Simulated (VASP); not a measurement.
# Pb: single point with r2SCAN

The system is Pb.

```
CELL_PARAMETERS angstrom
3.01821 -1.73857 0.00000
3.01821 1.73857 0.00000
-2.10126 0.00000 6.05432
ATOMIC_POSITIONS crystal
Pb 0.09149 0.09149 0.27371
Pb 0.90851 0.90851 0.72629
```

```
Program                : VASP 6.6.1
Task                   : single point
Functional             : r2SCAN
Potentials or basis    : VASP PAW PBE potentials, release 64 (Pb_d)
Cutoff                 : 520 eV
k mesh                 : 11 × 11 × 6
Occupations            : fermi-dirac, width 0.08 eV
Spin                   : no spin polarisation
Dipole correction      : no
Further INCAR settings : ALGO = Normal; EDIFF = 1e-06; NBANDS = 21
```

* Pressure: 0.6 GPa
* Largest force: 0.033 eV/Å
* Band gap on the k mesh: zero (bands 14 and 15 overlap by 8.49 eV)

Forces in eV/Å, atoms in the order of the input:
```
Pb  -0.016  0.000 -0.029
Pb   0.016  0.000  0.029
```

Stress tensor (GPa, compression positive):
```
 0.35  0.00 -0.14
 0.00  0.33  0.00
-0.14  0.00  1.23
```

Levels at points of the mesh, in eV from the Fermi level:
| k point | band 12 | band 13 | band 14 | band 15 | band 16 | band 17 |
| --- | --- | --- | --- | --- | --- | --- |
| (0.00, 0.00, 0.00) | -8.84 | -4.30 | 6.60 | 6.78 | 6.84 | 6.88 |
| (0.00, 0.00, 0.50) | -10.47 | -0.30 | 0.71 | 5.89 | 5.94 | 8.02 |

Run time: 11 min on 1 thread of AMD EPYC 7R13 Processor (Zen 3), on a shared host, peak memory 0.31 GiB.

Caveat: the PAW data sets were made with another functional, which shifts forces and pressure a little; spin-orbit coupling is left out, which moves the levels of the heavy elements.
